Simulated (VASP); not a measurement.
The system is MnO.

```xyz
2
Lattice="0.0000 2.2090 2.2090 2.2090 0.0000 2.2090 2.2090 2.2090 0.0000" Properties=species:S:1:pos:R:3 pbc="T T T"
Mn    0.0000    0.0000    0.0000
O     2.2090    2.2090    2.2090
```

Base run:

```yaml
Program: VASP 6.6.1
Functional: r2SCAN
Dispersion: D4
Potentials_or_basis: VASP PAW PBE potentials, release 64 (Mn_pv, O)
Cutoff: 520 eV
k_mesh: 10 × 10 × 10
Occupations: fermi-dirac, width 0.05 eV
Spin: collinear spin, ferromagnetic start
Starting_moments: "[4.0, 0.0] μB"
```

Its results: pressure 2.7 GPa; net moment 4.99 μB per cell; site moments Mn +4.54; O +0.24 μB.

Question: The run is repeated on the same cell with these changes: functional from r2SCAN to PBE; dispersion from D4 to D3(BJ). What comes out?

Answer: Pressure -0.2 GPa; net moment 4.74 μB per cell; site moments Mn +4.31; O +0.20 μB.

Several settings changed at once.

Caveats: a cell with one magnetic atom can't hold antiferromagnetic order, which such compounds often take; the PAW data sets were made with another functional, which shifts forces and pressure a little (at least some runs).
